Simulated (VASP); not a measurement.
# MoPd (P-6m2) in VASP: relaxation of cell and atoms with LDA

Aim: the relaxation of cell and atoms of MoPd with LDA.

Program: VASP 6.6.1. These are calculated values, not measurements. Logs are shortened: lines on timing, memory, paths and dates and some standing lists are left out, and cuts for length are marked.

### Step 1. The cell of the first run

Symmetry: P-6m2, No. 187, hexagonal system. The conventional cell has a = 2.794 Å, b = 2.794 Å, c = 4.566 Å, α = 90.00°, β = 90.00°, γ = 120.00°. Within 3.7 Å of Mo (site symmetry -6m2) lie 6 Mo at 2.79 Å and 6 Pd at 2.80 Å. Within 3.7 Å of Pd (site symmetry -6m2) lie 6 Pd at 2.79 Å and 6 Mo at 2.80 Å.

### Step 2. Relaxation of cell and atoms, LDA

File INCAR:

```
PREC = Accurate ; ENCUT = 630
EDIFF = 1E-7 ; ISMEAR = -1
SIGMA = 0.1 ; LREAL = False
LASPH = True ; NELM = 120
ALGO = Normal ; ISIF = 3
LWAVE = False ; LCHARG = False
GGA = CA ; IBRION = 2
NSW = 50 ; EDIFFG = -0.02
GGA_COMPAT = False ; NELMIN = 4
```

File KPOINTS:

```
Automatic mesh
0
Gamma
  9 9 5
```

File POSCAR:

```
MoPd
1.0
    2.7938960000      0.0000000000      0.0000000000
   -1.3969480000      2.4195850000      0.0000000000
    0.0000000000      0.0000000000      4.5663710000
Mo Pd
1 1
Direct
    0.6666666667      0.3333333333      0.5000000000
    0.3333333333      0.6666666667      0.0000000000
```

Potentials or basis: VASP PAW LDA potentials, release 64 (Mo_sv, Pd_sv_GW).

On the command line:

```sh
$ cat potpaw_LDA.64/Mo_sv/POTCAR potpaw_LDA.64/Pd_sv_GW/POTCAR > POTCAR
$ mpirun -np 1 vasp_std > vasp.out
```

OUTCAR:

```text
PREC = Accurate
   ENCUT = 630
   EDIFF = 1E-7
   ISMEAR = -1
   LREAL = False
   LASPH = True
   NELM = 120
   ISIF = 3
   GGA = CA
   IBRION = 2
   NSW = 50
   EDIFFG = -0.02
   NELMIN = 4

 ion  position               nearest neighbor table
   1  0.667  0.333  0.500-   2 2.80   2 2.80   2 2.80   2 2.80   2 2.80   2 2.80
   2  0.333  0.667  0.000-   1 2.80   1 2.80   1 2.80   1 2.80   1 2.80   1 2.80

  LATTYP: Found a hexagonal cell.
 ALAT       =     2.7938960000
 C/A-ratio  =     1.6344097991

  Lattice vectors:

 A1 = (   2.7938960000,   0.0000000000,   0.0000000000)
 A2 = (  -1.3969480000,   2.4195850000,   0.0000000000)
 A3 = (   0.0000000000,   0.0000000000,   4.5663710000)

Analysis of symmetry for initial positions (statically):
=====================================================================
 Subroutine PRICEL returns:
 Original cell was already a primitive cell.

 Routine SETGRP: Setting up the symmetry group for a
 hexagonal supercell.

 Subroutine GETGRP returns: Found 12 space group operations
 (whereof 12 operations were pure point group operations)
 out of a pool of 24 trial point group operations.

The static configuration has the point symmetry D_3h.

Analysis of symmetry for dynamics (positions and initial velocities):
=====================================================================
 Subroutine PRICEL returns:
 Original cell was already a primitive cell.

 Routine SETGRP: Setting up the symmetry group for a
 hexagonal supercell.

 Subroutine GETGRP returns: Found 12 space group operations
 (whereof 12 operations were pure point group operations)
 out of a pool of 24 trial point group operations.

The dynamic configuration has the point symmetry D_3h.

 Subroutine INISYM returns: Found 12 space group operations
 (whereof 12 operations are pure point group operations),
 and found     1 'primitive' translations

----------------------------------------------------------------------------------------

                                     Primitive cell

  volume of cell :      30.8690

  direct lattice vectors                    reciprocal lattice vectors
     2.793896000  0.000000000  0.000000000     0.357923130  0.206647008  0.000000000
    -1.396948000  2.419585000  0.000000000     0.000000000  0.413294015  0.000000000
     0.000000000  0.000000000  4.566371000     0.000000000  0.000000000  0.218992281
[... 85 lines left out ...]
   LREAL  =      F    real-space projection
   EDIFFG = -.2E-01   stopping-criterion for IOM
   NSW    =     50    number of steps for IOM
   IBRION =      2    ionic relax: 0-MD 1-quasi-New 2-CG
   NFREE  =      1    steps in history (QN), initial steepest desc. (CG)
   ISIF   =      3    stress and relaxation
   ISYM   =      2    0-nonsym 1-usesym 2-fastsym
   POTIM  = 0.5000    time-step for ionic-motion
   TEBEG  =    0.0;   TEEND  =   0.0 temperature during run
   PSTRESS=    0.0 pullay stress
   NELECT =      32.0000    total number of electrons
   NUPDOWN=      -1.0000    fix difference up-down
   EMIN   =  10.00;   EMAX   =-10.00  energy-range for DOS
   EFERMI =   0.00;   METHOD = LEGACY
   ISMEAR =    -1;   SIGMA  =   0.10  broadening in eV -4-tet -1-fermi 0-gaus
   EFERMI_NEDOS =   21; number of points for ismear=-14 and -15
   IALGO  =     38    algorithm
   IMIX   =      4    mixing-type and parameters
     AMIX     =   0.40;   BMIX     =  1.00
     AMIX_MAG =   1.60;   BMIX_MAG =  1.00
  volume/ion in A,a.u.               =      15.43       104.16
  Fermi-wavevector in a.u.,A,eV,Ry     =   1.656853  3.130999 37.350207  2.745163
  Thomas-Fermi vector in A             =   2.744707
   LORBIT       =      0    0 simple, 1 ext, 2 COOP (PROOUT), +10 PAW based schemes
   GGA     = CA    functional components
   LHFCALC =     F    Hartree Fock is set to
   AEXX    =    0.0000 exact exchange contribution
   IVDW    =     0    specifies the selected vdW correction
   LEPSILON=     F    determine dielectric tensor
   LRPA    =     F    only Hartree local field effects (RPA)
 conjugate gradient relaxation of ions
 non-spin polarized calculation
  energy-cutoff  :      630.00
  volume of cell :       30.87
 maximum number of plane-waves:      1121
 NGX is ok and might be reduce to    24
   NGX = 11   NGY = 11   NGZ = 19

--------------------------------------- Ionic step        1  -------------------------------------------

 number of electron      32.0000007 magnetization

 Free energy of the ion-electron system (eV)
  ---------------------------------------------------
  ext. energy  EPLUGINS =         0.00000000
  ---------------------------------------------------
  free energy    TOTEN  =       -17.10115090 eV

  energy without entropy =      -17.03993719  energy(sigma->0) =      -17.07054405

------------------------ aborting loop because EDIFF is reached ----------------------------------------

  FORCE on cell =-STRESS in cart. coord.  units (eV):
  Direction    XX          YY          ZZ          XY          YZ          ZX
  --------------------------------------------------------------------------------------
  -------------------------------------------------------------------------------------
  Total       -2.9006613     -2.9006615     -2.6437697     -0.0000000      0.0000000      0.0000000
  in kB     -150.5515705   -150.5515816   -137.2182520     -0.0000000      0.0000000      0.0000000
  external PRESSURE =    -146.1071347 kB  Pullay stress =       0.0000000 kB
[... 167 lines left out ...]
--------------------------------------- Ionic step        6  -------------------------------------------

 number of electron      31.9999997 magnetization

 Free energy of the ion-electron system (eV)
  ---------------------------------------------------
  ext. energy  EPLUGINS =         0.00000000
  ---------------------------------------------------
  free energy    TOTEN  =       -17.19273779 eV

  energy without entropy =      -17.13623834  energy(sigma->0) =      -17.16448807

 E-fermi :  11.3784     XC(G=0): -14.0376

 val. band max:       11.3283068042   @ k =   0.1111   0.0000   0.2000
 cond. band min:      11.4002305286   @ k =   0.3333   0.0000   0.4000
 fundamental gap:      0.0719237245
 Fermi energy:        11.3784177760

 k-point     1 :       0.0000    0.0000    0.0000
  band No.  band energies     occupation
      1     -73.1874      2.00000
      2     -49.2898      2.00000
      3     -39.3506      2.00000
      4     -38.9005      2.00000
      5     -38.9005      2.00000
      6     -23.6502      2.00000
[... 541 lines left out ...]
     19      18.5841      0.00000
     20      18.7164      0.00000

 [... further k-points ...]
[... 5 lines left out ...]
  --------------------------------------------------------------------------------------
  -------------------------------------------------------------------------------------
  Total        0.0381469      0.0381469      0.0014336     -0.0000000      0.0000000      0.0000000
  in kB        2.1098308      2.1098310      0.0792893     -0.0000000      0.0000000      0.0000000
  external PRESSURE =       1.4329837 kB  Pullay stress =       0.0000000 kB
[... 17 lines left out ...]
  FREE ENERGIE OF THE ION-ELECTRON SYSTEM (eV)
  ---------------------------------------------------
  free  energy   TOTEN  =       -17.1927377867 eV

  energy  without entropy=      -17.1362383448  energy(sigma->0) =      -17.16448807

 reached required accuracy - stopping structural energy minimisation
```

Wall time 82 s (1 thread of AMD EPYC 9R45 (Zen 5), shared host); peak memory 0.16 GiB.

What came out:

```yaml
Free_energy: -17.1927 eV
Relaxed_volume: 14.48 Å³/atom
Relaxed_cell: a = 2.729 Å, b = 2.729 Å, c = 4.490 Å, α = 90.00°, β = 90.00°, γ = 120.00°
Space_group_after_relaxing_to_0.1_Å: P-6m2 (No. 187)
Energy_gained_by_relaxing: 45.8 meV/atom
Ionic_steps: 6
Pressure_after_relaxing: 0.1 GPa
Band_gap_on_the_k_mesh: zero (bands 16 and 17 overlap by 2.03 eV)
```

Stress tensor (GPa, compression positive):
```
0.21 0.00 0.00
0.00 0.21 0.00
0.00 0.00 0.01
```

The path:
| step | energy change (eV) | largest force (eV/Å) | pressure (GPa) | volume (Å³) |
| --- | --- | --- | --- | --- |
| 1 | 0.0000 | 0.0000 | -14.61 | 30.87 |
| 2 | 0.5124 | 0.0000 | 55.63 | 25.00 |
| 3 | -0.0910 | 0.0000 | -0.87 | 29.08 |
| 4 | -0.0913 | 0.0000 | -0.18 | 29.00 |
| 5 | -0.0913 | 0.0000 | 0.17 | 28.97 |
| 6 | -0.0916 | 0.0000 | 0.14 | 28.97 |

Final structure:
```yaml
crystal:
  lattice:
    - [2.72939, 0.00000, 0.00000]
    - [-1.36469, 2.36372, 0.00000]
    - [0.00000, 0.00000, 4.49015]
  atoms:
    - { symbol: Mo, position: [0.66667, 0.33333, 0.50000] }
    - { symbol: Pd, position: [0.33333, 0.66667, 0.00000] }
```

Levels at points of the mesh, in eV from the Fermi level:
| k point | band 13 | band 14 | band 15 | band 16 | band 17 | band 18 | band 19 | band 20 |
| --- | --- | --- | --- | --- | --- | --- | --- | --- |
| (0.00, 0.00, 0.00) | -2.67 | -2.30 | -2.30 | -0.62 | -0.62 | 0.76 | 2.48 | 2.48 |

The gap in the log of VASP goes by the Fermi energy; the results here count the filled bands.